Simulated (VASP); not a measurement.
A run of VASP 6.6.1 is set up as follows.

Contents of INCAR:

```
SYSTEM = TiRh
PREC = Accurate
ENCUT = 520
EDIFF = 1E-8
ISMEAR = -1
SIGMA = 0.05
LREAL = .False.
LASPH = .True.
NELM = 60
ALGO = Normal
ISIF = 2
LWAVE = .False.
LCHARG = .False.
LEFG = .True.
NBANDS = 20
```

KPOINTS

```
Automatic mesh
0
Gamma
  12 12 11
  0 0 0
```

File POSCAR:

```
TiRh
1.0
    2.2386528970      0.0000000000      0.0000000000
    0.0000000000      2.2386528970      0.0000000000
    0.0000000000      0.0000000000      2.9840251196
Ti Rh
1 1
Direct
    0.5000000000      0.5000000000      0.5000000000
    0.0000000000      0.0000000000      0.0000000000
```

Potentials or basis: VASP PAW LDA potentials, release 64 (Ti_sv, Rh_pv).

Launch:

```bash
$ cat potpaw_LDA.64/Ti_sv/POTCAR potpaw_LDA.64/Rh_pv/POTCAR > POTCAR
$ mpirun -np 1 vasp_std > vasp.out
```

What does it give for the pressure?

511.1 GPa.

Electric field gradients, principal values (V/Å²):
| atom | least | middle | greatest (by size) |
| --- | --- | --- | --- |
| 1 Ti | 25.161 | 25.161 | -50.322 |
| 2 Rh | -123.547 | -123.547 | 247.093 |

Caveat: without QUAD_EFG the Cq values of the log hold for a quadrupole moment of 1 mb, not for the nuclei.
